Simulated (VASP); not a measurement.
Input of a VASP 6.6.1 run:

INCAR

```
  PREC = Accurate
  ENCUT = 500
  EDIFF = 1E-6
  ISMEAR = -1
  SIGMA = 0.02
  LREAL = False
  LASPH = True
  NELM = 120
  ALGO = Normal
  ISIF = 2
  LWAVE = False
  LCHARG = False
  GGA = CA
  NBANDS = 15
  GGA_COMPAT = False
```

File KPOINTS:

```
Automatic mesh
0
Gamma
  6 6 6
```

POSCAR

```
KI
1.0
    0.0000000000      3.4121967242      3.4121967242
    3.4121967242      0.0000000000      3.4121967242
    3.4121967242      3.4121967242      0.0000000000
K I
1 1
Direct
    0.0000000000      0.0000000000      0.0000000000
    0.5000000000      0.5000000000      0.5000000000
```

Potentials or basis: VASP PAW LDA potentials, release 64 (K_sv, I).

The run is started by

```console
$ cat potpaw_LDA.64/K_sv/POTCAR potpaw_LDA.64/I/POTCAR > POTCAR
$ mpirun -np 1 vasp_std > vasp.out
```

Problem. What does it give for the pressure?

Solution. 0.0 GPa.

Problem. What does it give for the band gap on the k mesh?

Solution. 3.87 eV, direct.

Caveat: spin-orbit coupling is left out, which moves the levels of the heavy elements. Expect the measured gap to be larger: semilocal functionals such as LDA lack the derivative discontinuity.
